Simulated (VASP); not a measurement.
# YB6 (Pm-3m) in VASP: further runs, part 2 of 2

VASP 6.6.1. The steps go on from the part before.

### Step 3. Relaxation of cell and atoms, LDA

File INCAR:

```
PREC = Accurate
ENCUT = 600
EDIFF = 1E-6
ISMEAR = 0
SIGMA = 0.1
LREAL = False
LASPH = True
NELM = 100
ALGO = Normal
ISIF = 3
LWAVE = False
LCHARG = False
IBRION = 2
NSW = 100
EDIFFG = -0.005
```

File KPOINTS:

```
Automatic mesh
0
Gamma
  10 10 10
```

File POSCAR:

```
YB6
1.0
    4.0411362576      0.0000000000      0.0000000000
    0.0000000000      4.0411362576      0.0000000000
    0.0000000000      0.0000000000      4.0411362576
Y B
1 6
Direct
    0.0000000000      0.0000000000      0.0000000000
    0.1991212590      0.5000000000      0.5000000000
    0.5000000000      0.1991212590      0.5000000000
    0.8008787410      0.5000000000      0.5000000000
    0.5000000000      0.8008787410      0.5000000000
    0.5000000000      0.5000000000      0.1991212590
    0.5000000000      0.5000000000      0.8008787410
```

Potentials or basis: VASP PAW LDA potentials, release 64 (Y_sv, B).

Started as:

```
> cat potpaw_LDA.64/Y_sv/POTCAR potpaw_LDA.64/B/POTCAR > POTCAR
> mpirun -np 1 vasp_std > vasp.out
```

OUTCAR:

```text
PREC = Accurate
   ENCUT = 600
   EDIFF = 1E-6
   ISMEAR = 0
   LREAL = False
   LASPH = True
   NELM = 100
   ISIF = 3
   IBRION = 2
   NSW = 100
   EDIFFG = -0.005

 ion  position               nearest neighbor table
   1  0.000  0.000  0.000-   2 2.97   3 2.97   4 2.97   5 2.97   6 2.97   7 2.97   2 2.97   3 2.97
                             4 2.97   5 2.97   2 2.97   4 2.97   6 2.97   7 2.97   2 2.97   4 2.97
   2  0.199  0.500  0.500-   4 1.61   3 1.72   5 1.72   6 1.72   7 1.72   1 2.97   1 2.97   1 2.97
                             1 2.97
   3  0.500  0.199  0.500-   5 1.61   4 1.72   2 1.72   6 1.72   7 1.72   1 2.97   1 2.97   1 2.97
                             1 2.97
   4  0.801  0.500  0.500-   2 1.61   3 1.72   5 1.72   6 1.72   7 1.72   1 2.97   1 2.97   1 2.97
                             1 2.97
   5  0.500  0.801  0.500-   3 1.61   2 1.72   4 1.72   6 1.72   7 1.72   1 2.97   1 2.97   1 2.97
                             1 2.97
   6  0.500  0.500  0.199-   7 1.61   3 1.72   4 1.72   5 1.72   2 1.72   1 2.97   1 2.97   1 2.97
                             1 2.97
   7  0.500  0.500  0.801-   6 1.61   3 1.72   4 1.72   5 1.72   2 1.72   1 2.97   1 2.97   1 2.97
                             1 2.97

  LATTYP: Found a simple cubic cell.
 ALAT       =     4.0411362576

  Lattice vectors:

 A1 = (   4.0411362576,   0.0000000000,   0.0000000000)
 A2 = (   0.0000000000,   4.0411362576,   0.0000000000)
 A3 = (   0.0000000000,   0.0000000000,   4.0411362576)

Analysis of symmetry for initial positions (statically):
=====================================================================
 Subroutine PRICEL returns:
 Original cell was already a primitive cell.

 Routine SETGRP: Setting up the symmetry group for a
 simple cubic supercell.

 Subroutine GETGRP returns: Found 48 space group operations
 (whereof 48 operations were pure point group operations)
 out of a pool of 48 trial point group operations.

The static configuration has the point symmetry O_h .

Analysis of symmetry for dynamics (positions and initial velocities):
=====================================================================
 Subroutine PRICEL returns:
 Original cell was already a primitive cell.

 Routine SETGRP: Setting up the symmetry group for a
 simple cubic supercell.

 Subroutine GETGRP returns: Found 48 space group operations
 (whereof 48 operations were pure point group operations)
 out of a pool of 48 trial point group operations.

The dynamic configuration has the point symmetry O_h .

 Subroutine INISYM returns: Found 48 space group operations
 (whereof 48 operations are pure point group operations),
 and found     1 'primitive' translations

----------------------------------------------------------------------------------------

                                     Primitive cell

  volume of cell :      65.9949

  direct lattice vectors                    reciprocal lattice vectors
     4.041136258  0.000000000  0.000000000     0.247455155  0.000000000  0.000000000
     0.000000000  4.041136258  0.000000000     0.000000000  0.247455155  0.000000000
     0.000000000  0.000000000  4.041136258     0.000000000  0.000000000  0.247455155

  length of vectors
     4.041136258  4.041136258  4.041136258     0.247455155  0.247455155  0.247455155

  position of ions in fractional coordinates (direct lattice)
[... 73 lines left out ...]
   total plane-waves  NPLWV =  32768
   dimension x,y,z NGX =    32 NGY =   32 NGZ =   32
   dimension x,y,z NGXF=    64 NGYF=   64 NGZF=   64
   ions per type =               1   6
   NGX,Y,Z   is equivalent  to a cutoff of  13.16, 13.16, 13.16 a.u.
   NGXF,Y,Z  is equivalent  to a cutoff of  26.33, 26.33, 26.33 a.u.
 SYSTEM =  unknown system
   PREC   = accura    normal or accurate (medium, high low for compatibility)
   ISTART =      0    job   : 0-new  1-cont  2-samecut
   ICHARG =      2    charge: 1-file 2-atom 10-const
   ISPIN  =      1    spin polarized calculation?
   LNONCOLLINEAR =      F non collinear calculations
   LSORBIT =      F    spin-orbit coupling
   LASPH  =      T    aspherical Exc in radial PAW
   ENCUT  =  600.0 eV  44.10 Ry    6.64 a.u.   8.07  8.07  8.07*2*pi/ulx,y,z
   NELM   =    100;   NELMIN=  2; NELMDL= -5     # of ELM steps
   EDIFF  = 0.1E-05   stopping-criterion for ELM
   LREAL  =      F    real-space projection
   EDIFFG = -.5E-02   stopping-criterion for IOM
   NSW    =    100    number of steps for IOM
   IBRION =      2    ionic relax: 0-MD 1-quasi-New 2-CG
   NFREE  =      1    steps in history (QN), initial steepest desc. (CG)
   ISIF   =      3    stress and relaxation
   ISYM   =      2    0-nonsym 1-usesym 2-fastsym
   POTIM  = 0.5000    time-step for ionic-motion
   TEBEG  =    0.0;   TEEND  =   0.0 temperature during run
   PSTRESS=    0.0 pullay stress
   NELECT =      29.0000    total number of electrons
   NUPDOWN=      -1.0000    fix difference up-down
   EMIN   =  10.00;   EMAX   =-10.00  energy-range for DOS
   EFERMI =   0.00;   METHOD = LEGACY
   ISMEAR =     0;   SIGMA  =   0.10  broadening in eV -4-tet -1-fermi 0-gaus
   EFERMI_NEDOS =   21; number of points for ismear=-14 and -15
   IALGO  =     38    algorithm
   IMIX   =      4    mixing-type and parameters
     AMIX     =   0.40;   BMIX     =  1.00
     AMIX_MAG =   1.60;   BMIX_MAG =  1.00
  volume/ion in A,a.u.               =       9.43        63.62
  Fermi-wavevector in a.u.,A,eV,Ry     =   1.244622  2.351994 21.076553  1.549083
  Thomas-Fermi vector in A             =   2.378880
   LORBIT       =      0    0 simple, 1 ext, 2 COOP (PROOUT), +10 PAW based schemes
   GGA     = CA    functional components
   LHFCALC =     F    Hartree Fock is set to
   AEXX    =    0.0000 exact exchange contribution
   IVDW    =     0    specifies the selected vdW correction
   LEPSILON=     F    determine dielectric tensor
   LRPA    =     F    only Hartree local field effects (RPA)
 conjugate gradient relaxation of ions
 non-spin polarized calculation
 Gauss-broadening in eV      SIGMA  =   0.10
  energy-cutoff  :      600.00
  volume of cell :       65.99
 maximum number of plane-waves:      2272
   NGX = 17   NGY = 17   NGZ = 17

--------------------------------------- Ionic step        1  -------------------------------------------

 number of electron      29.0000001 magnetization

 Free energy of the ion-electron system (eV)
  ---------------------------------------------------
  ext. energy  EPLUGINS =         0.00000000
  ---------------------------------------------------
  free energy    TOTEN  =       -54.63349904 eV

  energy without entropy =      -54.62854277  energy(sigma->0) =      -54.63102090

------------------------ aborting loop because EDIFF is reached ----------------------------------------

  FORCE on cell =-STRESS in cart. coord.  units (eV):
  Direction    XX          YY          ZZ          XY          YZ          ZX
  --------------------------------------------------------------------------------------
  -------------------------------------------------------------------------------------
  Total        0.0771123      0.0771123      0.0771123     -0.0000000     -0.0000000      0.0000000
  in kB        1.8720766      1.8720766      1.8720766     -0.0000000     -0.0000000      0.0000000
  external PRESSURE =       1.8720766 kB  Pullay stress =       0.0000000 kB
[... 69 lines left out ...]
--------------------------------------- Ionic step        3  -------------------------------------------

 number of electron      29.0000001 magnetization

 Free energy of the ion-electron system (eV)
  ---------------------------------------------------
  ext. energy  EPLUGINS =         0.00000000
  ---------------------------------------------------
  free energy    TOTEN  =       -54.63365684 eV

  energy without entropy =      -54.62869359  energy(sigma->0) =      -54.63117521

 E-fermi :   6.8021     XC(G=0): -11.5120

 val. band max:        6.7849192397   @ k =   0.2000   0.2000   0.0000
 cond. band min:       6.8117926756   @ k =   0.4000   0.3000   0.1000
 fundamental gap:      0.0268734359
 Fermi energy:         6.8021113467

 k-point     1 :       0.0000    0.0000    0.0000
  band No.  band energies     occupation
      1     -36.9927      2.00000
      2     -17.0613      2.00000
      3     -17.0613      2.00000
      4     -17.0613      2.00000
      5      -9.3633      2.00000
      6      -1.9498      2.00000
[... 481 lines left out ...]
      5      -9.0016      2.00000
      6      -3.7371      2.00000
[... 10 lines left out ...]
     17       8.5615      0.00000
     18       8.7289      0.00000

 [... further k-points ...]

------------------------ aborting loop because EDIFF is reached ----------------------------------------

  FORCE on cell =-STRESS in cart. coord.  units (eV):
  Direction    XX          YY          ZZ          XY          YZ          ZX
  --------------------------------------------------------------------------------------
  -------------------------------------------------------------------------------------
  Total        0.0220106      0.0220106      0.0220106      0.0000000      0.0000000     -0.0000000
  in kB        0.5341354      0.5341354      0.5341354      0.0000000      0.0000000     -0.0000000
  external PRESSURE =       0.5341354 kB  Pullay stress =       0.0000000 kB
[... 22 lines left out ...]
  FREE ENERGIE OF THE ION-ELECTRON SYSTEM (eV)
  ---------------------------------------------------
  free  energy   TOTEN  =       -54.6336568361 eV

  energy  without entropy=      -54.6286935859  energy(sigma->0) =      -54.63117521

 reached required accuracy - stopping structural energy minimisation
```

Run time: 50 s. Hardware: 1 thread of Intel Xeon 6975P-C (Granite Rapids), shared host; peak memory 0.22 GiB.

What came out:

```
Free energy                           : -54.6337 eV
Relaxed volume                        : 9.43 Å³/atom
Relaxed cell                          : a = 4.042 Å, b = 4.042 Å, c = 4.042 Å, α = 90.00°, β = 90.00°, γ = 90.00°
Space group after relaxing (to 0.1 Å) : Pm-3m (No. 221)
Energy gained by relaxing             : 0.0 meV/atom
Ionic steps                           : 3
Pressure after relaxing               : 0.1 GPa
Band gap on the k mesh                : zero (an odd number of electrons rules out a gap without spin polarisation)
```

Step by step:
| step | energy change (eV) | largest force (eV/Å) | pressure (GPa) | volume (Å³) |
| --- | --- | --- | --- | --- |
| 1 | 0.0000 | 0.0636 | 0.19 | 65.99 |
| 2 | 0.0011 | 0.1818 | -0.31 | 66.10 |
| 3 | -0.0002 | 0.0019 | 0.05 | 66.02 |

Final structure:
```yaml
crystal:
  lattice:
    - [4.04170, 0.00000, 0.00000]
    - [0.00000, 4.04170, 0.00000]
    - [0.00000, 0.00000, 4.04170]
  atoms:
    - { symbol: Y, position: [0.00000, 0.00000, 0.00000] }
    - { symbol: B, position: [0.19892, 0.50000, 0.50000] }
    - { symbol: B, position: [0.50000, 0.19892, 0.50000] }
    - { symbol: B, position: [0.80108, 0.50000, 0.50000] }
    - { symbol: B, position: [0.50000, 0.80108, 0.50000] }
    - { symbol: B, position: [0.50000, 0.50000, 0.19892] }
    - { symbol: B, position: [0.50000, 0.50000, 0.80108] }
```

### Step 4. Single point, LDA

File INCAR:

```
PREC     = Accurate       # precision mode
ENCUT    = 520            # plane-wave cutoff, eV
EDIFF    = 1E-6           # SCF threshold, eV
ISMEAR   = -1             # smearing method
SIGMA    = 0.15           # smearing width, eV
LREAL    = F              # projectors in reciprocal space
LASPH    = T              # aspherical terms in the spheres
NELM     = 100            # most SCF steps
ALGO     = Normal         # electronic algorithm
ISIF     = 2              # what is computed and relaxed
LWAVE    = F              # write WAVECAR
LCHARG   = F              # write CHGCAR
NBANDS   = 24             # bands
```

File KPOINTS:

```
regular mesh
0
Gamma
  10 10 10
```

File POSCAR:

```
YB6
1.0
    4.0413626037      0.0000000000      0.0000000000
    0.0000000000      4.0413626037      0.0000000000
    0.0000000000      0.0000000000      4.0413626037
Y B
1 6
Direct
    0.0000000000      0.0000000000      0.0000000000
    0.1990074350      0.5000000000      0.5000000000
    0.5000000000      0.1990074350      0.5000000000
    0.8009925650      0.5000000000      0.5000000000
    0.5000000000      0.8009925650      0.5000000000
    0.5000000000      0.5000000000      0.1990074350
    0.5000000000      0.5000000000      0.8009925650
```

Started as:

```
> cat potpaw_LDA.64/Y_sv/POTCAR potpaw_LDA.64/B/POTCAR > POTCAR
> mpirun -np 1 vasp_std > vasp.out
```

It took 41 s on 1 thread of Intel Xeon 6975P-C (Granite Rapids), shared host; peak memory 0.22 GiB.

The run converged. Its results:

```
Free energy            : -54.6559 eV
Pressure               : 0.2 GPa
Largest force          : 0.027 eV/Å
Band gap on the k mesh : zero (an odd number of electrons rules out a gap without spin polarisation)
```

Forces in eV/Å, atoms in the order of the input:
```
Y    0.000  0.000  0.000
B   -0.027  0.000  0.000
B    0.000 -0.027  0.000
B    0.027  0.000  0.000
B    0.000  0.027  0.000
B    0.000  0.000 -0.027
B    0.000  0.000  0.027
```

Levels at points of the mesh, in eV from the Fermi level:
```
           k point  band 11  band 12  band 13  band 14  band 15  band 16  band 17  band 18
(0.00, 0.00, 0.00)    -7.05    -2.04    -2.04    -2.04     1.05     1.05     1.13     1.13
(0.50, 0.00, 0.00)    -3.97    -3.97    -3.42    -2.71    -1.36     1.25     1.25     1.53
(0.50, 0.50, 0.00)    -4.73    -4.73    -3.04    -3.04     1.63     1.63     1.92     2.38
(0.50, 0.50, 0.50)    -5.99    -2.59    -2.59    -2.59     2.74     2.93     2.93     3.30
```

### Step 5. Relaxation of cell and atoms, LDA

File INCAR:

```
ALGO = Normal ; EDIFF = 1E-6
EDIFFG = -0.001 ; ENCUT = 600
GGA = CA ; IBRION = 2
ISIF = 3 ; ISMEAR = -1
LASPH = True ; LCHARG = False
LREAL = False ; LWAVE = False
NELM = 100 ; NSW = 80
PREC = Accurate ; SIGMA = 0.15
```

File KPOINTS:

```
k-points
0
Gamma
  10 10 10
```

File POSCAR:

```
YB6
1.0
    4.0407192404      0.0000000000      0.0000000000
    0.0000000000      4.0407192404      0.0000000000
    0.0000000000      0.0000000000      4.0407192404
Y B
1 6
Direct
    0.0000000000      0.0000000000      0.0000000000
    0.1990072954      0.5000000000      0.5000000000
    0.5000000000      0.1990072954      0.5000000000
    0.8009927046      0.5000000000      0.5000000000
    0.5000000000      0.8009927046      0.5000000000
    0.5000000000      0.5000000000      0.1990072954
    0.5000000000      0.5000000000      0.8009927046
```

Started as:

```
> cat potpaw_LDA.64/Y_sv/POTCAR potpaw_LDA.64/B/POTCAR > POTCAR
> mpirun -np 1 vasp_std > vasp.out
```

It took 69 s on 1 thread of Intel Xeon 6975P-C (Granite Rapids), shared host; peak memory 0.21 GiB.

Results (log left out):

```
Free energy                           : -54.6616 eV
Relaxed volume                        : 9.44 Å³/atom
Relaxed cell                          : a = 4.043 Å, b = 4.043 Å, c = 4.043 Å, α = 90.00°, β = 90.00°, γ = 90.00°
Space group after relaxing (to 0.1 Å) : Pm-3m (No. 221)
Energy gained by relaxing             : 0.0 meV/atom
Ionic steps                           : 5
Pressure after relaxing               : 0.0 GPa
Band gap on the k mesh                : zero (an odd number of electrons rules out a gap without spin polarisation)
```

Step by step:
```tsv
step	energy change (eV)	largest force (eV/Å)	pressure (GPa)	volume (Å³)
1	0.0000	0.0310	0.30	65.97
2	0.0003	0.0963	-0.29	66.14
3	-0.0001	0.0122	0.10	66.03
4	-0.0001	0.0098	-0.09	66.10
5	-0.0001	0.0007	0.01	66.07
```

Final structure:
```
Y B
1.0
     4.04261    0.00000    0.00000
     0.00000    4.04261    0.00000
     0.00000    0.00000    4.04261
Y B
1 6
Direct
  0.00000 0.00000 0.00000
  0.19893 0.50000 0.50000
  0.50000 0.19893 0.50000
  0.80107 0.50000 0.50000
  0.50000 0.80107 0.50000
  0.50000 0.50000 0.19893
  0.50000 0.50000 0.80107
```

Levels at points of the mesh, in eV from the Fermi level:
```tsv
k point	band 12	band 13	band 14	band 15	band 16	band 17
(0.00, 0.00, 0.00)	-2.03	-2.03	-2.03	1.05	1.05	1.12
(0.50, 0.00, 0.00)	-3.97	-3.42	-2.71	-1.35	1.25	1.25
(0.50, 0.50, 0.00)	-4.72	-3.04	-3.04	1.62	1.62	1.91
(0.50, 0.50, 0.50)	-2.59	-2.59	-2.59	2.73	2.93	2.93
```

### Step 6. Overview

```tsv
task	cell	cutoff (eV)	smearing	gap on the mesh (eV)	pressure (GPa)	relaxed volume (Å³/atom)	largest force (eV/Å)
single point	a = 4.041 Å, 7 atoms	520	gaussian 0.1 eV	none	0.2	-	0.03
relaxation of cell and atoms	relaxed from a = 4.041 Å, 7 atoms	600	gaussian 0.1 eV	none	0.1	9.43	-
single point	a = 4.041 Å, 7 atoms	520	fermi-dirac 0.15 eV	none	0.2	-	0.03
relaxation of cell and atoms	relaxed from a = 4.041 Å, 7 atoms	600	fermi-dirac 0.15 eV	none	0.0	9.44	-
```

Alike in all rows: level LDA; potentials or basis VASP PAW LDA potentials, release 64 (Y_sv, B); no spin polarisation; k mesh 10 × 10 × 10.

Absolute energies hang on the potentials; compare differences alone.

The gap in the log of VASP goes by the Fermi energy; the results here count the filled bands.